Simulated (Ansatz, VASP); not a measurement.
**One calculation of YF5, two programs**

```xyz
6
Lattice="5.8580 0.0000 0.0000 -2.9290 5.0732 0.0000 0.0000 0.0000 6.0660" Properties=species:S:1:pos:R:3 pbc="T T T"
Y     0.0000    0.0000    0.0000
F     2.9290    0.0000    3.0330
F    -1.4645    2.5366    3.0330
F     1.4645    2.5366    3.0330
F     0.0000    0.0000    4.1488
F     0.0000    0.0000    1.9172
```

Alike in both runs: task single point; functional PBE; k mesh 3 × 3 × 4; occupations gaussian, width 0.1 eV; collinear spin.

|  | VASP | Ansatz |
| --- | --- | --- |
| version | VASP 6.6.1 | Ansatz 0.2.0 |
| potentials or method | VASP PAW PBE potentials, release 64 (Y_sv, F), cutoff 520 eV | scalar-relativistic, plane waves, PAW |
| valence electrons in the cell | 46 | 46 |

Ansatz gave:

- gap on the k mesh at the Fermi level (eV): none
- pressure (GPa): 0.6
- traceless stress, the component that is largest in VASP (GPa): 0.00
- rms of the force components (eV/Å): 0.033
- net moment per atom (μB): 0.33
- size of the moment on the site where the two differ most (μB): 0.67

**Question.** Estimate VASP's values.

**Answer.** gap on the k mesh at the Fermi level (eV): none; pressure (GPa): 0.5; traceless stress, the component that is largest in VASP (GPa): 0.21; rms of the force components (eV/Å): 0.000; net moment per atom (μB): 0.33; size of the moment on the site where the two differ most (μB): 0.59.

Site moments also hang on the region over which each program counts them. Atom by atom the forces differ by 0.033 eV/Å (rms over components). A gap of «none» marks a metal or a gap that the smearing closes. With one functional, cell and mesh, what is left measures potentials, basis and numerics.

The k mesh is coarse, so the values compare programs but aren't converged.
